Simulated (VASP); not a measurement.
Write the native input for VASP 6.6.1 that does the following.

| Quantity | Value |
| --- | --- |
| Task | single point |
| Functional | PBEsol |
| Potentials or basis | VASP PAW PBE potentials, release 64 (C_h, O_h, H_h) |
| Cutoff | 1000 eV |
| k mesh | 1 × 1 × 1 |
| Occupations | fermi-dirac, width 0.05 eV |
| Spin | no spin polarisation |
| Dipole correction | no |
| Further INCAR settings | LREAL = Auto; ALGO = Normal; EDIFF = 1e-06; NBANDS = 64 |

The structure of H6C2O lies in POSCAR:

```
H6C2O
1.0
    7.2936330000      0.0000000000      0.0000000000
    0.0000000000      7.2936330000      0.0000000000
    0.0000000000      0.0000000000      7.2936330000
C O H
8 4 24
Direct
    0.4613631073      0.8289192537      0.9546068758
    0.3130347687      0.9527880739      1.0275115005
    0.7846499991      0.3800173942      0.1510718444
    0.6913510882      0.4738927262      0.3097692009
    0.2560788198      0.4717132647      0.6287177827
    0.2212967608      0.6488247119      0.5268407837
    0.8987018432      0.8662458834      0.7634951713
    0.8819791965      1.0612508387      0.8282847732
    0.2902434393      1.0962421121      0.8969790879
    0.7166783092      0.3583291809      0.4639590633
    0.0552238220      0.6270787275      0.4265341482
    0.7095950767      1.1293061985      0.7664941076
    0.1927854756      1.1758210351      0.9411305594
    0.1838167256      0.8747643391      1.0459277071
    0.3526814560      1.0097886865      1.1621089370
    0.4900014543      0.7162729035      1.0504679134
    0.4198160367      0.7710437321      0.8219711320
    0.5855347311      0.9102198466      0.9321879355
    0.6573964524      0.4165138840      0.5677327982
    0.7525386232      0.6098889094      0.3345031762
    0.5435441571      0.4929209028      0.2815340405
    0.7714561813      0.4624311976      0.0257890327
    0.9309949616      0.3616324432      0.1821613323
    0.7224093249      0.2447747805      0.1283576842
    0.0285724506      0.7425110966      0.3654956874
    0.2086065049      0.7637973651      0.6242231303
    0.3359116559      0.6815997008      0.4336194580
    0.3815278222      0.4814258630      0.7114383800
    0.1411811398      0.4411604968      0.7213368235
    0.2707269473      0.3569741432      0.5323785066
    0.7026497415      1.2566045986      0.8048706288
    0.8902799443      1.0665783736      0.9802468408
    0.9962898812      1.1428928190      0.7702852745
    1.0242244743      0.8036771941      0.8176349387
    0.7811984055      0.7844711333      0.8092502915
    0.9030065215      0.8621424896      0.6133902522
```

These files were run (other wordings do the same):

INCAR

```
SYSTEM = H6C2O
ALGO = Normal ; EDIFF = 1E-6
ENCUT = 1000 ; GGA = PS
GGA_COMPAT = .FALSE. ; ISIF = 2
ISMEAR = -1 ; LASPH = .TRUE.
LCHARG = .FALSE. ; LREAL = Auto
LWAVE = .FALSE. ; NBANDS = 64
NELM = 120 ; PREC = Accurate
SIGMA = 0.05
```

KPOINTS

```
k-points
0
G
  1 1 1
  0 0 0
```

Potentials or basis: VASP PAW PBE potentials, release 64 (C_h, O_h, H_h).

Command:

```bash
$ cat potpaw_PBE.64/C_h/POTCAR potpaw_PBE.64/O_h/POTCAR potpaw_PBE.64/H_h/POTCAR > POTCAR
$ mpirun -np 1 vasp_gam > vasp.out
```

It gave:

```
Pressure               : 1.2 GPa
Largest force          : 0.335 eV/Å
Band gap on the k mesh : 4.52 eV
```

Caveat: the k points lie up to 0.86 Å⁻¹ apart, too coarse for converged energies, forces and pressures; the PAW data sets were made with another functional, which shifts forces and pressure a little.

Run time: 76 s on 1 thread of AMD EPYC 9R45 96-Core Processor (Zen 5), on a shared host, peak memory 0.9 GiB.
